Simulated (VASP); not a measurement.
# CsAuBr3 in VASP: a series of runs

The runs below take CsAuBr3 through single point, with PBE.

Program: VASP 6.6.1. These are calculated values, not measurements. Logs are shortened: lines on timing, memory, paths and dates and some standing lists are left out, and cuts for length are marked.

## Step 1: The cell of the first run

The cell holds a disordered packing, 10 atoms: a = 8.614 Å, b = 6.169 Å, c = 7.456 Å, α = 87.50°, β = 102.39°, γ = 100.09°.

## Step 2: Single point, PBE

The input, INCAR:

```
ALGO = Normal ; EDIFF = 1E-7
ENCUT = 520 ; GGA = PE
ISIF = 2 ; ISMEAR = 0
LASPH = T ; LCHARG = T
LELF = T ; LREAL = F
LVHAR = T ; LWAVE = F
NBANDS = 52 ; NELM = 100
PREC = Accurate ; SIGMA = 0.1
```

The input, KPOINTS:

```
k-points
0
Gamma
  2 3 2
```

The input, POSCAR:

```
CsAuBr3
1.0
    8.5185730000     -0.3498830000     -1.2308680000
   -0.7514050000      6.0902840000      0.6291560000
   -0.5667150000     -0.5060770000      7.4168660000
Au Br Cs
2 6 2
Direct
    0.6869746196      0.7303724780      0.9391773897
    0.9655921065      0.5115376750      0.1454273850
    0.0462637094      0.9436040801      0.3553055092
    0.1806626512      0.2621115568      0.9980873077
    0.7196059239      0.7484072615      0.3704730523
    0.3893030212      0.0242623548      0.8678918865
    0.0166301048      0.8097368988      0.7703967735
    0.4059679096      0.6499579516      0.1220253897
    0.3008677365      0.5064639792      0.5803167561
    0.7824184105      0.2428267474      0.6553507747
```

Potentials or basis: VASP PAW PBE potentials, release 64 (Au, Br, Cs_sv).

The run is started by

```sh
cat potpaw_PBE.64/Au/POTCAR potpaw_PBE.64/Br/POTCAR potpaw_PBE.64/Cs_sv/POTCAR > POTCAR
mpirun -np 1 vasp_std > vasp.out
```

OUTCAR:

```text
EDIFF = 1E-7
   ENCUT = 520
   GGA = PE
   ISIF = 2
   ISMEAR = 0
   LASPH = T
   LREAL = F
   NELM = 100
   PREC = Accurate

 ion  position               nearest neighbor table
   1  0.687  0.730  0.939-   8 2.98   2 3.05   5 3.17
   2  0.966  0.512  0.145-   4 3.00   3 3.05   1 3.05
   3  0.046  0.944  0.355-   2 3.05
   4  0.181  0.262  0.998-   2 3.00
   5  0.720  0.748  0.370-   1 3.17
   6  0.389  0.024  0.868-
   7  0.017  0.810  0.770-
   8  0.406  0.650  0.122-   1 2.98
   9  0.301  0.506  0.580-
  10  0.782  0.243  0.655-

  LATTYP: Found a triclinic cell.
 ALAT       =     7.4556811280
 B/A-ratio  =     1.3254685564
 C/A-ratio  =     2.1804979928
 COS(alpha) =     0.0034796804
 COS(beta)  =     0.5391306698
 COS(gamma) =     0.7817312834

  Lattice vectors:

 A1 = (  -0.5667150000,  -0.5060770000,   7.4168660000)
 A2 = (  -1.3181200000,   5.5842070000,   8.0460220000)
 A3 = (  -7.5824780000, -12.3367620000,   7.3894220000)

Analysis of symmetry for initial positions (statically):
=====================================================================
 Subroutine PRICEL returns:
 Original cell was already a primitive cell.

 Routine SETGRP: Setting up the symmetry group for a
 triclinic supercell.

 Subroutine GETGRP returns: Found  1 space group operations
 (whereof  1 operations were pure point group operations)
 out of a pool of  2 trial point group operations.

The static configuration has the point symmetry C_1 .

Analysis of symmetry for dynamics (positions and initial velocities):
=====================================================================
 Subroutine PRICEL returns:
 Original cell was already a primitive cell.

 Routine SETGRP: Setting up the symmetry group for a
 triclinic supercell.

 Subroutine GETGRP returns: Found  1 space group operations
 (whereof  1 operations were pure point group operations)
 out of a pool of  2 trial point group operations.

The dynamic configuration has the point symmetry C_1 .

 Subroutine INISYM returns: Found  1 space group operations
 (whereof  1 operations are pure point group operations),
 and found     1 'primitive' translations

----------------------------------------------------------------------------------------

                                     Primitive cell

  volume of cell :     380.9617

  direct lattice vectors                    reciprocal lattice vectors
     8.518573000 -0.349883000 -1.230868000     0.119406274  0.013693024  0.010058029
    -0.751405000  6.090284000  0.629156000     0.008446909  0.164015324  0.011836721
    -0.566715000 -0.506077000  7.416866000     0.019099568 -0.011640620  0.135492938

  length of vectors
     8.614147671  6.168630800  7.455681128     0.120608959  0.164658692  0.137326741

  position of ions in fractional coordinates (direct lattice)
     0.686974620  0.730372478  0.939177390
     0.965592106  0.511537675  0.145427385
     0.046263709  0.943604080  0.355305509
     0.180662651  0.262111557  0.998087308
     0.719605924  0.748407261  0.370473052
     0.389303021  0.024262355  0.867891886
     0.016630105  0.809736899  0.770396774
     0.405967910  0.649957952  0.122025390
     0.300867737  0.506463979  0.580316756
     0.782418411  0.242826747  0.655350775

  ion indices of the primitive-cell ions
   primitive index   ion index
                 1           1
                 2           2
                 3           3
                 4           4
                 5           5
                 6           6
                 7           7
                 8           8
                 9           9
                10          10

----------------------------------------------------------------------------------------

 KPOINTS: k-points

Automatic generation of k-mesh.
 Grid dimensions read from file:
 generate k-points for:    2    3    2

 Generating k-lattice:

  Cartesian coordinates                     Fractional coordinates (reciprocal lattice)
     0.059703137  0.006846512  0.005029014     0.500000000  0.000000000  0.000000000
     0.002815636  0.054671775  0.003945574    -0.000000000  0.333333333  0.000000000
     0.009549784 -0.005820310  0.067746469     0.000000000  0.000000000  0.500000000

  Length of vectors
     0.060304480  0.054886231  0.068663370

  Shift w.r.t. Gamma in fractional coordinates (k-lattice)
     0.000000000  0.000000000  0.000000000

 Subroutine IBZKPT returns following result:
 ===========================================

 Found      8 irreducible k-points:

 Following reciprocal coordinates:
            Coordinates               Weight
  0.000000  0.000000  0.000000      1.000000
  0.500000  0.000000 -0.000000      1.000000
  0.000000  0.333333 -0.000000      2.000000
  0.500000  0.333333  0.000000      2.000000
  0.000000  0.000000  0.500000      1.000000
  0.500000 -0.000000  0.500000      1.000000
  0.000000  0.333333  0.500000      2.000000
  0.500000  0.333333  0.500000      2.000000
   k-points           NKPTS =      8   k-points in BZ     NKDIM =      8   number of bands    NBANDS=     52
   number of dos      NEDOS =    301   number of ions     NIONS =     10
   total plane-waves  NPLWV = 172032
   dimension x,y,z NGX =    64 NGY =   48 NGZ =   56
   dimension x,y,z NGXF=   128 NGYF=   96 NGZF=  112
   ions per type =               2   6   2
   NGX,Y,Z   is equivalent  to a cutoff of  12.35, 12.94, 12.49 a.u.
   NGXF,Y,Z  is equivalent  to a cutoff of  24.70, 25.87, 24.97 a.u.
 SYSTEM =  unknown system
   PREC   = accura    normal or accurate (medium, high low for compatibility)
   ISTART =      0    job   : 0-new  1-cont  2-samecut
   ICHARG =      2    charge: 1-file 2-atom 10-const
   ISPIN  =      1    spin polarized calculation?
   LNONCOLLINEAR =      F non collinear calculations
   LSORBIT =      F    spin-orbit coupling
   LASPH  =      T    aspherical Exc in radial PAW
   ENCUT  =  520.0 eV  38.22 Ry    6.18 a.u.  16.02 11.47 13.86*2*pi/ulx,y,z
   NELM   =    100;   NELMIN=  2; NELMDL= -5     # of ELM steps
   EDIFF  = 0.1E-06   stopping-criterion for ELM
   LREAL  =      F    real-space projection
   EDIFFG = 0.1E-05   stopping-criterion for IOM
   NSW    =      0    number of steps for IOM
   IBRION =     -1    ionic relax: 0-MD 1-quasi-New 2-CG
   NFREE  =      0    steps in history (QN), initial steepest desc. (CG)
   ISIF   =      2    stress and relaxation
   ISYM   =      2    0-nonsym 1-usesym 2-fastsym
   POTIM  = 0.5000    time-step for ionic-motion
   TEBEG  =    0.0;   TEEND  =   0.0 temperature during run
   PSTRESS=    0.0 pullay stress
   NELECT =      82.0000    total number of electrons
   NUPDOWN=      -1.0000    fix difference up-down
   EMIN   =  10.00;   EMAX   =-10.00  energy-range for DOS
   EFERMI =   0.00;   METHOD = LEGACY
   ISMEAR =     0;   SIGMA  =   0.10  broadening in eV -4-tet -1-fermi 0-gaus
   EFERMI_NEDOS =   21; number of points for ismear=-14 and -15
   IALGO  =     38    algorithm
   IMIX   =      4    mixing-type and parameters
     AMIX     =   0.40;   BMIX     =  1.00
     AMIX_MAG =   1.60;   BMIX_MAG =  1.00
  volume/ion in A,a.u.               =      38.10       257.09
  Fermi-wavevector in a.u.,A,eV,Ry     =   0.981113  1.854035 13.096731  0.962583
  Thomas-Fermi vector in A             =   2.112095
   LORBIT       =      0    0 simple, 1 ext, 2 COOP (PROOUT), +10 PAW based schemes
   GGA     = PE    functional components
   LHFCALC =     F    Hartree Fock is set to
   AEXX    =    0.0000 exact exchange contribution
   IVDW    =     0    specifies the selected vdW correction
   LEPSILON=     F    determine dielectric tensor
   LRPA    =     F    only Hartree local field effects (RPA)
 non-spin polarized calculation
 Gauss-broadening in eV      SIGMA  =   0.10
  energy-cutoff  :      520.00
  volume of cell :      380.96
 maximum number of plane-waves:     10298
   NGX = 33   NGY = 23   NGZ = 27

 number of electron      82.0000004 magnetization

 Free energy of the ion-electron system (eV)
  ---------------------------------------------------
  ext. energy  EPLUGINS =         0.00000000
  ---------------------------------------------------
  free energy    TOTEN  =       -20.08903480 eV

  energy without entropy =      -20.07002560  energy(sigma->0) =      -20.07953020

 E-fermi :   0.6961     XC(G=0):  -7.7918

 val. band max:        0.5943345271   @ k =   0.5000  -0.0000   0.5000
 cond. band min:       0.7736993691   @ k =   0.0000   0.0000   0.0000
 fundamental gap:      0.1793648420
 Fermi energy:         0.6961157103

 k-point     1 :       0.0000    0.0000    0.0000
  band No.  band energies     occupation
      1     -20.4165      2.00000
      2     -20.3599      2.00000
      3     -14.5520      2.00000
      4     -13.9523      2.00000
      5     -13.5942      2.00000
      6     -13.1514      2.00000
[... 44 lines left out ...]
     51       6.5239      0.00000
     52       6.7586      0.00000

 k-point     2 :       0.5000    0.0000   -0.0000
  band No.  band energies     occupation
      1     -20.4146      2.00000
      2     -20.3619      2.00000
      3     -14.5204      2.00000
      4     -14.0751      2.00000
      5     -13.4228      2.00000
      6     -13.1959      2.00000
[... 44 lines left out ...]
     51       6.3345      0.00000
     52       6.7807      0.00000
[... 273 lines left out ...]
     51       6.4052      0.00000
     52       6.5869      0.00000

 k-point     8 :       0.5000    0.3333    0.5000
  band No.  band energies     occupation
      1     -20.4134      2.00000
      2     -20.3609      2.00000
      3     -14.4516      2.00000
      4     -14.0316      2.00000
      5     -13.6707      2.00000
      6     -13.2433      2.00000
[... 44 lines left out ...]
     51       6.3519      0.00000
     52       6.6876      0.00000

------------------------ aborting loop because EDIFF is reached ----------------------------------------

  FORCE on cell =-STRESS in cart. coord.  units (eV):
  Direction    XX          YY          ZZ          XY          YZ          ZX
  --------------------------------------------------------------------------------------
  -------------------------------------------------------------------------------------
  Total       -2.0803759      1.2401960      0.5835035      3.1009256     -2.6139245      2.2709577
  in kB       -8.7492543      5.2157833      2.4539893     13.0412906    -10.9931528      9.5507672
  external PRESSURE =      -0.3598272 kB  Pullay stress =       0.0000000 kB

 VOLUME and BASIS-vectors are now :
 -----------------------------------------------------------------------------
  energy-cutoff  :      520.00
  volume of cell :      380.96
      direct lattice vectors                 reciprocal lattice vectors
     8.518573000 -0.349883000 -1.230868000     0.119406274  0.013693024  0.010058029
    -0.751405000  6.090284000  0.629156000     0.008446909  0.164015324  0.011836721
    -0.566715000 -0.506077000  7.416866000     0.019099568 -0.011640620  0.135492938

 POSITION                                       TOTAL-FORCE (eV/Angst)
 -----------------------------------------------------------------------------------
      4.77099      3.73252      6.57970         0.466977     -0.078684      0.398085
      7.75868      2.70397      0.21194         0.302816      0.560149     -0.683936
     -0.51628      5.55082      3.17198         0.518812     -0.172276     -0.462627
      0.77640      1.02801      7.34522        -1.319015      0.878215      0.794504
      5.35771      4.11875      2.33287        -0.719314     -0.008277     -0.389534
      2.80623     -0.42767      5.97312         1.318573      0.756530     -1.230453
     -0.90337      4.53583      6.20291        -1.349529     -0.604146      0.834975
      2.90073      3.75463      0.81428         0.844369     -1.447800      0.830819
      1.85353      2.68556      4.25245        -0.047206      0.116680     -0.080003
      6.11123      0.87347      4.05037        -0.016484     -0.000391     -0.011829
 -----------------------------------------------------------------------------------
    total drift:                                0.000097     -0.000522      0.000570

  FREE ENERGIE OF THE ION-ELECTRON SYSTEM (eV)
  ---------------------------------------------------
  free  energy   TOTEN  =       -20.0890347982 eV

  energy  without entropy=      -20.0700255963  energy(sigma->0) =      -20.07953020
```

Run time: 4.9 min. Hardware: 1 thread of AMD EPYC 7R13, shared host; peak memory 0.46 GiB.

Results:

```yaml
Free_energy: -20.0890 eV
Pressure: 0.0 GPa
Largest_force: 1.956 eV/Å
Band_gap_on_the_k_mesh: 0.18 eV (least direct gap 0.24 eV)
```

Forces on the atoms (eV/Å):
```
Au   0.467 -0.079  0.398
Au   0.303  0.560 -0.684
Br   0.519 -0.172 -0.463
Br  -1.319  0.878  0.795
Br  -0.719 -0.008 -0.390
Br   1.319  0.757 -1.230
Br  -1.350 -0.604  0.835
Br   0.844 -1.448  0.831
Cs  -0.047  0.117 -0.080
Cs  -0.016  0.000 -0.012
```

Levels at points of the mesh, in eV from the valence-band top:
```csv
k point,band 38,band 39,band 40,band 41,band 42,band 43,band 44,band 45
"(0.00, 0.00, 0.00)",-0.76,-0.69,-0.37,-0.09,0.18,0.45,1.47,3.71
"(0.50, 0.00, 0.00)",-0.63,-0.54,-0.27,-0.11,0.19,0.53,0.80,3.87
"(0.00, 0.00, 0.50)",-0.80,-0.59,-0.28,-0.02,0.23,0.55,1.32,3.92
"(0.50, 0.00, 0.50)",-0.79,-0.60,-0.13,0.00,0.35,0.67,0.96,3.73
```

Caveat: the k points lie up to 0.43 Å⁻¹ apart; spin-orbit coupling is left out, which moves the levels of the heavy elements.

## Step 3: Single point, PBE

The input, INCAR:

```
SYSTEM = CsAuBr3
PREC = Accurate ; ENCUT = 520
EDIFF = 1E-7 ; ISMEAR = 0
SIGMA = 0.1 ; LREAL = .False.
LASPH = .True. ; NELM = 60
ALGO = Normal ; ISIF = 2
LWAVE = .False. ; LCHARG = .False.
GGA = PE ; NBANDS = 52
```

The input, KPOINTS:

```
regular mesh
0
Gamma
  2 3 2
  0 0 0
```

The input, POSCAR:

```
CsAuBr3
1.0
    8.5185730000     -0.3498830000     -1.2308680000
   -0.7514050000      6.0902840000      0.6291560000
   -0.5667150000     -0.5060770000      7.4168660000
Au Br Cs
2 6 2
Direct
    0.6883593109      0.7258034628      0.9424237737
    0.9652144609      0.5165626899      0.1361143746
    0.0497055338      0.9380910236      0.3539414565
    0.1834709483      0.2730654378      1.0062869898
    0.7235671668      0.7478753252      0.3721790879
    0.3869526138      0.0390853978      0.8635524462
   -0.0015738071      0.8022449393      0.7706617100
    0.4138107547      0.6468345842      0.1282926719
    0.3005699046      0.5087988941      0.5839436765
    0.7831294968      0.2336549583      0.6615146638
```

Potentials or basis: VASP PAW PBE potentials, release 64 (Au, Br, Cs_sv).

The run is started by

```sh
cat potpaw_PBE.64/Au/POTCAR potpaw_PBE.64/Br/POTCAR potpaw_PBE.64/Cs_sv/POTCAR > POTCAR
mpirun -np 1 vasp_std > vasp.out
```

Run time: 4.2 min. Hardware: 1 thread of AMD EPYC 7R13, shared host; peak memory 0.46 GiB.

It converged, with:

```
Free energy            : -20.6504 eV
Pressure               : -0.1 GPa
Largest force          : 1.849 eV/Å
Band gap on the k mesh : 0.26 eV (least direct gap 0.28 eV)
```

Forces on the atoms (eV/Å):
```
Au   0.523 -0.097  0.372
Au   0.439  0.499 -0.591
Br   0.541 -0.236 -0.336
Br  -1.512  0.805  0.695
Br  -0.856  0.024 -0.503
Br   1.118  0.435 -1.079
Br  -1.220 -0.590  0.881
Br   1.139 -1.084  0.704
Cs  -0.065  0.143 -0.102
Cs  -0.107  0.101 -0.042
```

Stress tensor (GPa, compression positive):
```
-1.10  1.17  1.19
 1.17  0.62 -0.88
 1.19 -0.88  0.06
```

Levels at points of the mesh, in eV from the valence-band top:
| k point | band 38 | band 39 | band 40 | band 41 | band 42 | band 43 | band 44 | band 45 |
| --- | --- | --- | --- | --- | --- | --- | --- | --- |
| (0.00, 0.00, 0.00) | -0.69 | -0.61 | -0.36 | -0.02 | 0.26 | 0.59 | 1.69 | 3.78 |
| (0.50, 0.00, 0.00) | -0.58 | -0.49 | -0.23 | -0.11 | 0.34 | 0.62 | 1.03 | 3.92 |
| (0.00, 0.00, 0.50) | -0.77 | -0.55 | -0.25 | -0.04 | 0.39 | 0.68 | 1.53 | 3.98 |
| (0.50, 0.00, 0.50) | -0.75 | -0.56 | -0.11 | -0.01 | 0.47 | 0.76 | 1.19 | 3.85 |

Caveat: the k points lie up to 0.43 Å⁻¹ apart; spin-orbit coupling is left out, which moves the levels of the heavy elements.

## Step 4: Single point, PBE

The input, INCAR:

```
SYSTEM = CsAuBr3
ALGO = Normal
EDIFF = 1E-6
ENCUT = 520
GGA = PE
ISIF = 2
ISMEAR = 0
LASPH = .True.
LCHARG = .False.
LREAL = .False.
LWAVE = .False.
NBANDS = 52
NELM = 80
PREC = Accurate
SIGMA = 0.1
```

The input, KPOINTS:

```
k-points
0
Gamma
  2 3 2
  0 0 0
```

The input, POSCAR:

```
CsAuBr3
1.0
    8.5185730000     -0.3498830000     -1.2308680000
   -0.7514050000      6.0902840000      0.6291560000
   -0.5667150000     -0.5060770000      7.4168660000
Au Br Cs
2 6 2
Direct
    0.6860509520      0.7217973310      0.9412385287
    0.9616697563      0.5217684068      0.1218171942
    0.0558555272      0.9341424827      0.3563926372
    0.1823292667      0.2886279920      1.0190989330
    0.7268555022      0.7506868963      0.3656578147
    0.3885502611      0.0499828724      0.8564699779
   -0.0229151410      0.7992347882      0.7728358749
    0.4251468636      0.6365303239      0.1323549323
    0.3008083852      0.5093316556      0.5854932998
    0.7841309050      0.2273042855      0.6693360489
```

The run is started by

```sh
cat potpaw_PBE.64/Au/POTCAR potpaw_PBE.64/Br/POTCAR potpaw_PBE.64/Cs_sv/POTCAR > POTCAR
mpirun -np 1 vasp_std > vasp.out
```

It took 4.2 min on 1 thread of AMD EPYC 7R13, shared host; peak memory 0.46 GiB.

It converged, with:

* Free energy: -21.4055 eV
* Pressure: -0.1 GPa
* Largest force: 1.796 eV/Å
* Band gap on the k mesh: 0.40 eV

Forces on the atoms (eV/Å):
```
Au   0.571 -0.048  0.313
Au   0.550  0.427 -0.436
Br   0.527 -0.275 -0.178
Br  -1.609  0.627  0.494
Br  -0.840  0.040 -0.564
Br   0.941  0.133 -0.822
Br  -1.043 -0.655  0.935
Br   1.255 -0.675  0.488
Cs  -0.097  0.165 -0.110
Cs  -0.255  0.262 -0.120
```

Stress tensor (GPa, compression positive):
```
-1.03  1.03  1.50
 1.03  0.73 -0.66
 1.50 -0.66  0.01
```

Levels at points of the mesh, in eV from the valence-band top:
```tsv
k point	band 37	band 38	band 39	band 40	band 41	band 42	band 43	band 44	band 45	band 46
(0.00, 0.00, 0.00)	-0.75	-0.70	-0.53	-0.35	0.00	0.40	0.83	1.90	3.87	4.38
(0.50, 0.00, 0.00)	-0.92	-0.54	-0.50	-0.27	-0.10	0.58	0.72	1.33	3.94	4.50
(0.00, 0.00, 0.50)	-0.86	-0.74	-0.50	-0.30	-0.09	0.62	0.88	1.74	4.02	4.26
(0.50, 0.00, 0.50)	-0.84	-0.77	-0.53	-0.19	-0.01	0.67	0.89	1.50	3.96	4.22
```

Caveat: the k points lie up to 0.43 Å⁻¹ apart; spin-orbit coupling is left out, which moves the levels of the heavy elements.

## Step 5: Summary

```tsv
cell	gap on the mesh (eV)	pressure (GPa)	largest force (eV/Å)
as given, atomic positions A	0.18	0.0	1.96
as given, atomic positions B	0.26	-0.1	1.85
as given, atomic positions C	0.40	-0.1	1.80
```

Alike in all rows: task single point; level PBE; potentials or basis VASP PAW PBE potentials, release 64 (Au, Br, Cs_sv); no spin polarisation; k mesh 2 × 3 × 2; cutoff (eV) 520; smearing gaussian 0.1 eV.

Caveats: all runs use coarse meshes; spin-orbit coupling is left out, which moves the levels of the heavy elements.

Total energies depend on the potentials used, so only differences within one code and one set of settings carry meaning.
